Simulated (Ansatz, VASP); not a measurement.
# Si3Ge2 in VASP and in Ansatz

```
CELL_PARAMETERS angstrom
2.71589 0.00000 0.00000
-1.35795 2.35203 0.00000
0.00000 0.00000 13.44070
ATOMIC_POSITIONS crystal
Si 0.00000 0.00000 0.80576
Si 0.00000 0.00000 0.00000
Si 0.00000 0.00000 0.19424
Ge 0.00000 0.00000 0.39539
Ge 0.00000 0.00000 0.60461
```

Alike in both runs: functional PBE; k mesh 6 × 6 × 2; occupations gaussian, width 0.1 eV; no spin polarisation.

Ansatz relaxed the structure, and its values are those at the end. VASP's run is a single point on that final structure, the one shown.

```csv
,VASP,Ansatz
version,VASP 6.6.1,Ansatz 0.2.0
potentials or method,"VASP PAW PBE potentials, release 64 (Si, Ge_d), cutoff 520 eV","scalar-relativistic, plane waves, PAW"
valence electrons in the cell,40,40
```

```tsv
	VASP	Ansatz	Ansatz less VASP
gap on the k mesh at the Fermi level (eV)	none	none	-
pressure (GPa)	0.0	0.0	0.00
rms of the force components (eV/Å)	0.003	0.003	+0.0006
```

A gap of «none» marks a metal or a gap that the smearing closes.

The k mesh is coarse, so the values compare programs but aren't converged.
